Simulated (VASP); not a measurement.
# Zr2N in VASP: notebook

Zr2N is run at these levels: PBEsol; tasks: single point.

Program: VASP 6.6.1. These are calculated values, not measurements. Logs are shortened: lines on timing, memory, paths and dates and some standing lists are left out, and cuts for length are marked.

### Step 1. The cell of the first run

Symmetry: P4_2/mnm, No. 136, tetragonal system. The conventional cell has a = 5.413 Å, b = 5.413 Å, c = 3.308 Å, α = 90.00°, β = 90.00°, γ = 90.00°. Within 3.0 Å of Zr (site symmetry m2m) lie 3 N at 2.27 Å. Within 3.0 Å of N (site symmetry mmm) lie 6 Zr at 2.27 Å.

### Step 2. Single point, PBEsol

Contents of INCAR:

```
ALGO = Normal ; EDIFF = 1E-6
ENCUT = 520 ; GGA = PS
ISIF = 2 ; ISMEAR = 0
LASPH = True ; LCHARG = True
LELF = True ; LREAL = False
LVHAR = True ; LWAVE = False
NBANDS = 38 ; NELM = 60
PREC = Accurate ; SIGMA = 0.1
```

Contents of KPOINTS:

```
k-points
0
Gamma
  4 4 6
```

Contents of POSCAR:

```
Zr2N
1.0
    5.4130027300      0.0000000000      0.0000000000
    0.0000000000      5.4130027300      0.0000000000
    0.0000000000      0.0000000000      3.3077891900
Zr N
4 2
Direct
    0.2961254600      0.2961254600      0.0000000000
    0.7038745400      0.7038745400      0.0000000000
    0.7961254600      0.2038745400      0.5000000000
    0.2038745400      0.7961254600      0.5000000000
    0.0000000000      0.0000000000      0.0000000000
    0.5000000000      0.5000000000      0.5000000000
```

Potentials or basis: VASP PAW PBE potentials, release 64 (Zr_sv, N).

The run is started by

```console
$ cat potpaw_PBE.64/Zr_sv/POTCAR potpaw_PBE.64/N/POTCAR > POTCAR
$ mpirun -np 1 vasp_std > vasp.out
```

OUTCAR:

```text
EDIFF = 1E-6
   ENCUT = 520
   GGA = PS
   ISIF = 2
   ISMEAR = 0
   LASPH = True
   LREAL = False
   NELM = 60
   PREC = Accurate

 ion  position               nearest neighbor table
   1  0.296  0.296  0.000-   5 2.27   6 2.27   6 2.27   2 3.12   4 3.21   3 3.21   4 3.21   3 3.21
                             4 3.21   4 3.21   3 3.21   3 3.21   2 3.89   2 3.89
   2  0.704  0.704  0.000-   5 2.27   6 2.27   6 2.27   1 3.12   4 3.21   3 3.21   4 3.21   3 3.21
                             3 3.21   3 3.21   4 3.21   4 3.21   1 3.89   1 3.89
   3  0.796  0.204  0.500-   6 2.27   5 2.27   5 2.27   4 3.12   1 3.21   1 3.21   2 3.21   2 3.21
                             2 3.21   2 3.21   1 3.21   1 3.21   4 3.89   4 3.89
   4  0.204  0.796  0.500-   6 2.27   5 2.27   5 2.27   3 3.12   1 3.21   1 3.21   2 3.21   2 3.21
                             1 3.21   1 3.21   2 3.21   2 3.21   3 3.89   3 3.89
   5  0.000  0.000  0.000-   1 2.27   2 2.27   3 2.27   4 2.27   3 2.27   4 2.27
   6  0.500  0.500  0.500-   3 2.27   4 2.27   1 2.27   2 2.27   1 2.27   2 2.27

  LATTYP: Found a simple tetragonal cell.
 ALAT       =     5.4130027300
 C/A-ratio  =     0.6110821211

  Lattice vectors:

 A1 = (   5.4130027300,   0.0000000000,   0.0000000000)
 A2 = (   0.0000000000,   5.4130027300,   0.0000000000)
 A3 = (   0.0000000000,   0.0000000000,   3.3077891900)

Analysis of symmetry for initial positions (statically):
=====================================================================
 Subroutine PRICEL returns:
 Original cell was already a primitive cell.

 Routine SETGRP: Setting up the symmetry group for a
 simple tetragonal supercell.

 Subroutine GETGRP returns: Found 16 space group operations
 (whereof  8 operations were pure point group operations)
 out of a pool of 16 trial point group operations.

The static configuration has the point symmetry D_2h.
 The point group associated with its full space group is D_4h.

Analysis of symmetry for dynamics (positions and initial velocities):
=====================================================================
 Subroutine PRICEL returns:
 Original cell was already a primitive cell.

 Routine SETGRP: Setting up the symmetry group for a
 simple tetragonal supercell.

 Subroutine GETGRP returns: Found 16 space group operations
 (whereof  8 operations were pure point group operations)
 out of a pool of 16 trial point group operations.

The dynamic configuration has the point symmetry D_2h.
 The point group associated with its full space group is D_4h.

 Subroutine INISYM returns: Found 16 space group operations
 (whereof  8 operations are pure point group operations),
 and found     1 'primitive' translations

----------------------------------------------------------------------------------------

                                     Primitive cell

  volume of cell :      96.9202

  direct lattice vectors                    reciprocal lattice vectors
     5.413002730  0.000000000  0.000000000     0.184740347  0.000000000  0.000000000
     0.000000000  5.413002730  0.000000000     0.000000000  0.184740347  0.000000000
     0.000000000  0.000000000  3.307789190     0.000000000  0.000000000  0.302316727

  length of vectors
     5.413002730  5.413002730  3.307789190     0.184740347  0.184740347  0.302316727

  position of ions in fractional coordinates (direct lattice)
     0.296125460  0.296125460  0.000000000
     0.703874540  0.703874540  0.000000000
     0.796125460  0.203874540  0.500000000
     0.203874540  0.796125460  0.500000000
     0.000000000  0.000000000  0.000000000
     0.500000000  0.500000000  0.500000000

  ion indices of the primitive-cell ions
   primitive index   ion index
                 1           1
                 2           2
                 3           3
                 4           4
                 5           5
                 6           6

----------------------------------------------------------------------------------------

 KPOINTS: k-points

Automatic generation of k-mesh.
 Grid dimensions read from file:
 generate k-points for:    4    4    6

 Generating k-lattice:

  Cartesian coordinates                     Fractional coordinates (reciprocal lattice)
     0.046185087  0.000000000  0.000000000     0.250000000  0.000000000  0.000000000
     0.000000000  0.046185087  0.000000000     0.000000000  0.250000000  0.000000000
     0.000000000  0.000000000  0.050386121     0.000000000  0.000000000  0.166666667

  Length of vectors
     0.046185087  0.046185087  0.050386121

  Shift w.r.t. Gamma in fractional coordinates (k-lattice)
     0.000000000  0.000000000  0.000000000

 Subroutine IBZKPT returns following result:
 ===========================================

 Found     24 irreducible k-points:

 Following reciprocal coordinates:
            Coordinates               Weight
  0.000000  0.000000  0.000000      1.000000
  0.250000  0.000000  0.000000      4.000000
  0.500000  0.000000  0.000000      2.000000
  0.250000  0.250000  0.000000      4.000000
  0.500000  0.250000  0.000000      4.000000
  0.500000  0.500000  0.000000      1.000000
[... 16 lines left out ...]
  0.500000  0.250000  0.500000      4.000000
  0.500000  0.500000  0.500000      1.000000
   k-points           NKPTS =     24   k-points in BZ     NKDIM =     24   number of bands    NBANDS=     38
   number of dos      NEDOS =    301   number of ions     NIONS =      6
   total plane-waves  NPLWV =  44800
   dimension x,y,z NGX =    40 NGY =   40 NGZ =   28
   dimension x,y,z NGXF=    80 NGYF=   80 NGZF=   56
   ions per type =               4   2
   NGX,Y,Z   is equivalent  to a cutoff of  12.28, 12.28, 14.07 a.u.
   NGXF,Y,Z  is equivalent  to a cutoff of  24.57, 24.57, 28.14 a.u.
 SYSTEM =  unknown system
   PREC   = accura    normal or accurate (medium, high low for compatibility)
   ISTART =      0    job   : 0-new  1-cont  2-samecut
   ICHARG =      2    charge: 1-file 2-atom 10-const
   ISPIN  =      1    spin polarized calculation?
   LNONCOLLINEAR =      F non collinear calculations
   LSORBIT =      F    spin-orbit coupling
   LASPH  =      T    aspherical Exc in radial PAW
   ENCUT  =  520.0 eV  38.22 Ry    6.18 a.u.  10.06 10.06  6.15*2*pi/ulx,y,z
   NELM   =     60;   NELMIN=  2; NELMDL= -5     # of ELM steps
   EDIFF  = 0.1E-05   stopping-criterion for ELM
   LREAL  =      F    real-space projection
   EDIFFG = 0.1E-04   stopping-criterion for IOM
   NSW    =      0    number of steps for IOM
   IBRION =     -1    ionic relax: 0-MD 1-quasi-New 2-CG
   NFREE  =      0    steps in history (QN), initial steepest desc. (CG)
   ISIF   =      2    stress and relaxation
   ISYM   =      2    0-nonsym 1-usesym 2-fastsym
   POTIM  = 0.5000    time-step for ionic-motion
   TEBEG  =    0.0;   TEEND  =   0.0 temperature during run
   PSTRESS=    0.0 pullay stress
   NELECT =      58.0000    total number of electrons
   NUPDOWN=      -1.0000    fix difference up-down
   EMIN   =  10.00;   EMAX   =-10.00  energy-range for DOS
   EFERMI =   0.00;   METHOD = LEGACY
   ISMEAR =     0;   SIGMA  =   0.10  broadening in eV -4-tet -1-fermi 0-gaus
   EFERMI_NEDOS =   21; number of points for ismear=-14 and -15
   IALGO  =     38    algorithm
   IMIX   =      4    mixing-type and parameters
     AMIX     =   0.40;   BMIX     =  1.00
     AMIX_MAG =   1.60;   BMIX_MAG =  1.00
  volume/ion in A,a.u.               =      16.15       109.01
  Fermi-wavevector in a.u.,A,eV,Ry     =   1.379577  2.607023 25.895066  1.903234
  Thomas-Fermi vector in A             =   2.504534
   LORBIT       =      0    0 simple, 1 ext, 2 COOP (PROOUT), +10 PAW based schemes
   GGA     = PS    functional components
   LHFCALC =     F    Hartree Fock is set to
   AEXX    =    0.0000 exact exchange contribution
   IVDW    =     0    specifies the selected vdW correction
   LEPSILON=     F    determine dielectric tensor
   LRPA    =     F    only Hartree local field effects (RPA)
 non-spin polarized calculation
 Gauss-broadening in eV      SIGMA  =   0.10
  energy-cutoff  :      520.00
  volume of cell :       96.92
 maximum number of plane-waves:      2636
   NGX = 21   NGY = 21   NGZ = 13

 number of electron      58.0000001 magnetization

 Free energy of the ion-electron system (eV)
  ---------------------------------------------------
  ext. energy  EPLUGINS =         0.00000000
  ---------------------------------------------------
  free energy    TOTEN  =       -61.79548077 eV

  energy without entropy =      -61.78056126  energy(sigma->0) =      -61.78802102

 E-fermi :   9.4991     XC(G=0): -11.8319

 val. band max:        9.4644085085   @ k =   0.2500   0.0000   0.0000
 cond. band min:       9.5060532176   @ k =   0.2500   0.2500   0.1667
 fundamental gap:      0.0416447091
 Fermi energy:         9.4990864933

 k-point     1 :       0.0000    0.0000    0.0000
  band No.  band energies     occupation
      1     -39.0483      2.00000
      2     -38.9082      2.00000
      3     -38.9082      2.00000
      4     -38.8503      2.00000
      5     -17.9735      2.00000
      6     -17.3970      2.00000
[... 30 lines left out ...]
     37      12.4237      0.00000
     38      12.4237      0.00000

 k-point     2 :       0.2500    0.0000    0.0000
  band No.  band energies     occupation
      1     -39.0294      2.00000
      2     -38.9314      2.00000
      3     -38.8985      2.00000
      4     -38.8564      2.00000
      5     -17.8738      2.00000
      6     -17.4181      2.00000
[... 30 lines left out ...]
     37      12.3805      0.00000
     38      13.0939      0.00000

 k-point     3 :       0.5000    0.0000    0.0000
  band No.  band energies     occupation
      1     -38.9822      2.00000
      2     -38.9822      2.00000
      3     -38.8760      2.00000
      4     -38.8760      2.00000
      5     -17.6464      2.00000
      6     -17.6464      2.00000
[... 30 lines left out ...]
     37      12.8340      0.00000
[... 781 lines left out ...]
 k-point    23 :       0.5000    0.2500    0.5000
  band No.  band energies     occupation
      1     -38.9104      2.00000
      2     -38.9104      2.00000
      3     -38.8763      2.00000
      4     -38.8763      2.00000
      5     -17.7052      2.00000
      6     -17.7052      2.00000
[... 30 lines left out ...]
     37      13.9505      0.00000
     38      13.9505      0.00000

 k-point    24 :       0.5000    0.5000    0.5000
  band No.  band energies     occupation
      1     -38.9096      2.00000
      2     -38.9096      2.00000
      3     -38.8771      2.00000
      4     -38.8771      2.00000
      5     -17.7798      2.00000
      6     -17.7798      2.00000
[... 30 lines left out ...]
     37      14.2282      0.00000
     38      14.2282      0.00000

------------------------ aborting loop because EDIFF is reached ----------------------------------------

  FORCE on cell =-STRESS in cart. coord.  units (eV):
  Direction    XX          YY          ZZ          XY          YZ          ZX
  --------------------------------------------------------------------------------------
  -------------------------------------------------------------------------------------
  Total       -2.5882702     -2.5882702     -3.2322773      0.0000000      0.0000000      0.0000000
  in kB      -42.7864134    -42.7864134    -53.4324246      0.0000000      0.0000000      0.0000000
  external PRESSURE =     -46.3350838 kB  Pullay stress =       0.0000000 kB

 VOLUME and BASIS-vectors are now :
 -----------------------------------------------------------------------------
  energy-cutoff  :      520.00
  volume of cell :       96.92
      direct lattice vectors                 reciprocal lattice vectors
     5.413002730  0.000000000  0.000000000     0.184740347  0.000000000  0.000000000
     0.000000000  5.413002730  0.000000000     0.000000000  0.184740347  0.000000000
     0.000000000  0.000000000  3.307789190     0.000000000  0.000000000  0.302316727

 POSITION                                       TOTAL-FORCE (eV/Angst)
 -----------------------------------------------------------------------------------
      1.60293      1.60293      0.00000         0.001990      0.001990      0.000000
      3.81007      3.81007      0.00000        -0.001990     -0.001990     -0.000000
      4.30943      1.10357      1.65389         0.001990     -0.001990     -0.000000
      1.10357      4.30943      1.65389        -0.001990      0.001990      0.000000
      0.00000      0.00000      0.00000         0.000000     -0.000000     -0.000000
      2.70650      2.70650      1.65389         0.000000     -0.000000     -0.000000
 -----------------------------------------------------------------------------------
    total drift:                                0.000000     -0.000000     -0.000000

  FREE ENERGIE OF THE ION-ELECTRON SYSTEM (eV)
  ---------------------------------------------------
  free  energy   TOTEN  =       -61.7954807679 eV

  energy  without entropy=      -61.7805612628  energy(sigma->0) =      -61.78802102
```

Wall time 53 s (1 thread of Intel Xeon 6975P-C (Granite Rapids), shared host); peak memory 0.23 GiB.

Results:

- Free energy: -61.7955 eV
- Pressure: -4.6 GPa
- Band gap on the k mesh: zero (band 29 reaches 10.96 eV, above the bottom of band 30 at 8.45 eV)

Forces on the atoms (eV/Å):
```
Zr   0.002  0.002  0.000
Zr  -0.002 -0.002  0.000
Zr   0.002 -0.002  0.000
Zr  -0.002  0.002  0.000
N    0.000  0.000  0.000
N    0.000  0.000  0.000
```

Caveat: the PAW data sets were made with another functional, which shifts forces and pressure a little.

### Step 3. Single point, PBEsol

INCAR is that of step 2.

KPOINTS is that of step 2.

POSCAR is that of step 2.

Potentials or basis: VASP PAW PBE potentials, release 64 (Zr_sv, N).

The run is started by

```console
$ cat potpaw_PBE.64/Zr_sv/POTCAR potpaw_PBE.64/N/POTCAR > POTCAR
$ mpirun -np 1 vasp_std > vasp.out
```

Run time: 45 s. Hardware: 1 thread of AMD EPYC 9R45 (Zen 5), shared host; peak memory 0.2 GiB.

It converged, with:

* Free energy: -61.7955 eV
* Pressure: -4.6 GPa
* Band gap on the k mesh: zero (band 29 reaches 10.96 eV, above the bottom of band 30 at 8.45 eV)

Forces in eV/Å, atoms in the order of the input:
```
Zr   0.002  0.002  0.000
Zr  -0.002 -0.002  0.000
Zr   0.002 -0.002  0.000
Zr  -0.002  0.002  0.000
N    0.000  0.000  0.000
N    0.000  0.000  0.000
```

Stress tensor (GPa, compression positive):
```
-4.28  0.00  0.00
 0.00 -4.28  0.00
 0.00  0.00 -5.34
```

Levels at points of the mesh, in eV from the Fermi level:
```tsv
k point	band 25	band 26	band 27	band 28	band 29	band 30	band 31	band 32	band 33	band 34
(0.00, 0.00, 0.00)	-3.19	-1.88	0.36	0.62	0.78	1.08	1.08	1.33	1.41	1.41
(0.50, 0.00, 0.00)	-1.91	-1.91	-0.89	-0.89	1.46	1.46	1.53	1.53	1.77	1.77
(0.50, 0.50, 0.00)	-1.39	-1.39	-1.02	-1.02	0.98	0.98	1.37	1.37	1.64	1.64
(0.00, 0.00, 0.50)	-1.08	-1.08	-1.06	-1.06	-1.05	-1.05	1.97	1.97	3.11	3.11
(0.50, 0.00, 0.50)	-1.71	-1.71	-0.82	-0.82	-0.69	-0.69	1.56	1.56	3.37	3.37
(0.50, 0.50, 0.50)	-1.43	-1.43	-0.83	-0.83	-0.23	-0.23	1.20	1.20	2.68	2.68
```

Caveat: the PAW data sets were made with another functional, which shifts forces and pressure a little.

### Step 4. Single point, PBEsol

This run uses another cell than the first one, of 15.73 Å³/atom, 0.974 times its volume.

Contents of INCAR:

```
SYSTEM = Zr2N
PREC = Accurate
ENCUT = 520
EDIFF = 1E-6
ISMEAR = 0
SIGMA = 0.15
LREAL = .False.
LASPH = .True.
NELM = 60
ALGO = Normal
ISIF = 2
LWAVE = .False.
LCHARG = .False.
GGA = PS
NBANDS = 38
```

Contents of KPOINTS:

```
Automatic mesh
0
Gamma
  10 10 16
  0 0 0
```

Contents of POSCAR:

```
Zr2N
1.0
    5.3700487691      0.0000000000      0.0000000000
    0.0000000000      5.3700487691      0.0000000000
    0.0000000000      0.0000000000      3.2726229568
Zr N
4 2
Direct
    0.2962523428      0.2962523428      0.0000000000
    0.7037476572      0.7037476572      0.0000000000
    0.7962523428      0.2037476572      0.5000000000
    0.2037476572      0.7962523428      0.5000000000
    0.0000000000      0.0000000000      0.0000000000
    0.5000000000      0.5000000000      0.5000000000
```

The run is started by

```console
$ cat potpaw_PBE.64/Zr_sv/POTCAR potpaw_PBE.64/N/POTCAR > POTCAR
$ mpirun -np 1 vasp_std > vasp.out
```

It took 17 min on 1 thread of AMD EPYC 7R13, shared host; peak memory 0.53 GiB.

It converged, with:

* Free energy: -61.8254 eV
* Pressure: 0.2 GPa
* Largest force: 0.016 eV/Å
* Band gap on the k mesh: zero (band 29 reaches 11.32 eV, above the bottom of band 30 at 8.73 eV)

Forces on the atoms (eV/Å):
```
Zr  -0.012 -0.012  0.000
Zr   0.012  0.012  0.000
Zr  -0.012  0.012  0.000
Zr   0.012 -0.012  0.000
N    0.000  0.000  0.000
N    0.000  0.000  0.000
```

Stress tensor (GPa, compression positive):
```
0.12 0.00 0.00
0.00 0.12 0.00
0.00 0.00 0.37
```

Levels at points of the mesh, in eV from the Fermi level:
| k point | band 25 | band 26 | band 27 | band 28 | band 29 | band 30 | band 31 | band 32 | band 33 | band 34 |
| --- | --- | --- | --- | --- | --- | --- | --- | --- | --- | --- |
| (0.00, 0.00, 0.00) | -3.29 | -2.00 | 0.36 | 0.56 | 0.77 | 1.04 | 1.04 | 1.29 | 1.40 | 1.40 |
| (0.50, 0.00, 0.00) | -2.00 | -2.00 | -0.98 | -0.98 | 1.46 | 1.46 | 1.53 | 1.53 | 1.76 | 1.76 |
| (0.50, 0.50, 0.00) | -1.48 | -1.48 | -1.11 | -1.11 | 0.95 | 0.95 | 1.35 | 1.35 | 1.64 | 1.64 |
| (0.00, 0.00, 0.50) | -1.15 | -1.15 | -1.14 | -1.14 | -1.13 | -1.13 | 1.96 | 1.96 | 3.14 | 3.14 |
| (0.50, 0.00, 0.50) | -1.83 | -1.83 | -0.87 | -0.87 | -0.76 | -0.76 | 1.54 | 1.54 | 3.41 | 3.41 |
| (0.50, 0.50, 0.50) | -1.53 | -1.53 | -0.94 | -0.94 | -0.23 | -0.23 | 1.18 | 1.18 | 2.69 | 2.69 |

Caveat: the PAW data sets were made with another functional, which shifts forces and pressure a little.

[end of part 1 of 2]
